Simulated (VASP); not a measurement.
Here is a VASP 6.6.1 calculation.

INCAR

```
ALGO = Normal ; EDIFF = 1E-6
ENCUT = 700 ; GGA = PE
GGA_COMPAT = F ; ISIF = 2
ISMEAR = 0 ; LASPH = T
LCHARG = F ; LREAL = F
LWAVE = F ; NBANDS = 24
NELM = 120 ; PREC = Accurate
SIGMA = 0.05
```

File KPOINTS:

```
k-points
0
Gamma
  8 8 8
```

POSCAR

```
CdF2
1.0
    0.0000000000      2.6628170954      2.5925187241
    2.6628170954      0.0000000000      2.5925187241
    2.6628170954      2.6628170954      0.0000000000
Cd F
1 2
Direct
    0.0000000000      0.0000000000      0.0000000000
    0.2500000000      0.2500000000      0.2500000000
    0.7500000000      0.7500000000      0.7500000000
```

Potentials or basis: VASP PAW PBE potentials, release 64 (Cd_sv_GW, F).

Launch:

```sh
$ cat potpaw_PBE.64/Cd_sv_GW/POTCAR potpaw_PBE.64/F/POTCAR > POTCAR
$ mpirun -np 1 vasp_std > vasp.out
```

(1) Predict the pressure.

(2) Estimate the band gap on the k mesh.

## Answers

(1) 13.4 GPa.

(2) 3.29 eV (least direct gap 3.69 eV).

Caveat: the cell stands under pressure.
